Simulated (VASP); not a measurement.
Write the native input for VASP 6.6.1 that does the following.

| Item | Value |
| --- | --- |
| Task | single point |
| Functional | PBE |
| Potentials or basis | VASP PAW PBE potentials, release 64 (Ga_d, P) |
| Cutoff | 520 eV |
| k mesh | 8 × 8 × 6 |
| Occupations | gaussian, width 0.02 eV |
| Spin | no spin polarisation |
| Dipole correction | no |
| Further INCAR settings | ALGO = Normal; EDIFF = 1e-06; NBANDS = 26 |

The structure of GaP lies in POSCAR:

```
GaP
1.0
    2.7112701137      2.7112701137      0.0000000000
   -2.7112701137      2.7112701137      0.0000000000
    0.0000000000      0.0000000000      5.5749280119
Ga P
2 2
Direct
    0.0000000000      0.0000000000      0.0000000000
    0.5000000000      0.5000000000      0.5000000000
    0.5000000000      0.0000000000      0.7500000000
    0.0000000000      0.5000000000      0.2500000000
```

This cell differs from its parent crystal: biaxial strain in the a-b plane: -1.5 %, then relaxed in part.

These files were run (other wordings do the same):

INCAR

```
  ALGO = Normal
  EDIFF = 1E-6
  ENCUT = 520
  GGA = PE
  ISIF = 2
  ISMEAR = 0
  LASPH = True
  LCHARG = False
  LREAL = False
  LWAVE = False
  NBANDS = 26
  NELM = 80
  PREC = Accurate
  SIGMA = 0.02
```

KPOINTS

```
k-points
0
Gamma
  8 8 6
```

Potentials or basis: VASP PAW PBE potentials, release 64 (Ga_d, P).

The run is started by

```bash
$ cat potpaw_PBE.64/Ga_d/POTCAR potpaw_PBE.64/P/POTCAR > POTCAR
$ mpirun -np 1 vasp_std > vasp.out
```

It gave:

* Pressure: 1.4 GPa
* Band gap on the k mesh: 1.53 eV

Caveat: the cell differs from its parent crystal (biaxial strain in the a-b plane: -1.5 %, then relaxed in part).

It took 45 s on 1 thread of AMD EPYC 9R45 96-Core Processor (Zen 5), on a shared host, peak memory 0.22 GiB.
